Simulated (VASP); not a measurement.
Wanted: the native input for a VASP 6.6.1 run.

| Item | Value |
| --- | --- |
| Task | single point |
| Functional | PBE |
| Potentials or basis | VASP PAW PBE potentials, release 64 (Zr_sv, Ge_d) |
| Cutoff | 500 eV |
| k mesh | 3 × 3 × 3 |
| Occupations | gaussian, width 0.2 eV |
| Spin | no spin polarisation |
| Dipole correction | no |
| Further INCAR settings | ALGO = Normal; EDIFF = 1e-06; NBANDS = 59 |

The structure of Zr7Ge lies in POSCAR:

```
Zr7Ge
1.0
    3.8436701691      2.2191440047      3.8884287843
   -3.8436701691      2.2191440047      3.8884287843
    0.0000000000     -4.4382880157      3.8884287807
Zr Ge
7 1
Direct
    0.8457552367      0.4622415490      0.8457552367
    0.8457552367      0.8457552367      0.4622415490
    0.4622415490      0.8457552367      0.8457552367
    0.1542447633      0.5377584510      0.1542447633
    0.5377584510      0.1542447633      0.1542447633
    0.1542447633      0.1542447633      0.5377584510
    0.5000000000      0.5000000000      0.5000000000
    0.0000000000      0.0000000000      0.0000000000
```

The cell was built from a structure type or drawn by symmetry, and may not be a known phase.

The input as run:

INCAR

```
  ALGO = Normal
  EDIFF = 1E-6
  ENCUT = 500
  GGA = PE
  GGA_COMPAT = F
  ISIF = 2
  ISMEAR = 0
  LASPH = T
  LCHARG = F
  LREAL = F
  LWAVE = F
  NBANDS = 59
  NELM = 120
  PREC = Accurate
  SIGMA = 0.2
```

KPOINTS

```
k-points
0
Gamma
  3 3 3
```

Potentials or basis: VASP PAW PBE potentials, release 64 (Zr_sv, Ge_d).

Run with:

```console
$ cat potpaw_PBE.64/Zr_sv/POTCAR potpaw_PBE.64/Ge_d/POTCAR > POTCAR
$ mpirun -np 1 vasp_std > vasp.out
```

Results of the run:

```json
{
  "Pressure": "0.0 GPa",
  "Largest force": "0.054 eV/Å",
  "Band gap on the k mesh": "0.06 eV (least direct gap 0.08 eV)"
}
```

Caveat: an odd mesh through Γ misses points on the zone boundary, where band edges can lie.

It took 62 s on 1 thread of Intel(R) Xeon(R) Platinum 8559C (Emerald Rapids), with other jobs on the host, peak memory 0.32 GiB.
